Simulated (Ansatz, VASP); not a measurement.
**Ir: VASP beside Ansatz**

```
CELL_PARAMETERS angstrom
0.00000 1.90481 1.90481
1.90481 0.00000 1.90481
1.90481 1.90481 0.00000
ATOMIC_POSITIONS crystal
Ir 0.00000 0.00000 0.00000
```

Alike in both runs: functional LDA; k mesh 12 × 12 × 12; occupations gaussian, width 0.1 eV; no spin polarisation.

Ansatz relaxed the structure, and its values are those at the end. VASP's run is a single point on that final structure, the one shown.

```csv
,VASP,Ansatz
version,VASP 6.6.1,Ansatz 0.2.0
potentials or method,"VASP PAW LDA potentials, release 64 (Ir_sv_GW)","scalar-relativistic, plane waves, PAW"
plane-wave cutoff (eV),560,420
valence electrons in the cell,17,17
```

Ansatz gave:

* gap on the k mesh at the Fermi level (eV): none
* pressure (GPa): 0.0

Task: What did VASP give for the same quantities?

Result: gap on the k mesh at the Fermi level (eV): none; pressure (GPa): -0.4.

LDA's correlation is that of Perdew and Zunger in VASP and of Perdew and Wang (1992) in Ansatz. A gap of «none» marks a metal or a gap that the smearing closes.

Neither program's run includes spin-orbit coupling.
